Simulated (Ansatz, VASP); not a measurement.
Ag: VASP beside Ansatz

```
Ag
1.0
     0.00000    1.99966    1.99966
     1.99966    0.00000    1.99966
     1.99966    1.99966    0.00000
Ag
1
Cartesian
  0.0000 0.0000 0.0000
```

Alike in both runs: task single point; functional LDA; k mesh 13 × 13 × 13; occupations methfessel-paxton of order 1, width 0.2 eV; no spin polarisation.

|  | VASP | Ansatz |
| --- | --- | --- |
| version | VASP 6.6.1 | Ansatz 0.2.0 |
| potentials or method | VASP PAW LDA potentials, release 64 (Ag), cutoff 520 eV | plane waves (420 eV) with PAW, scalar-relativistic |
| valence electrons in the cell | 11 | 19 |

Ansatz gave:

* pressure (GPa): 0.0

Task: What did VASP give for the same quantities?

Result: Pressure (GPa): 0.1.

Ansatz warns that its potentials were made for another functional, while VASP's fit it. LDA's correlation is that of Perdew and Zunger in VASP and of Perdew and Wang (1992) in Ansatz. VASP's potentials hold 11 valence electrons a cell and Ansatz's 19, so a difference there can come from the potentials and not from the codes.
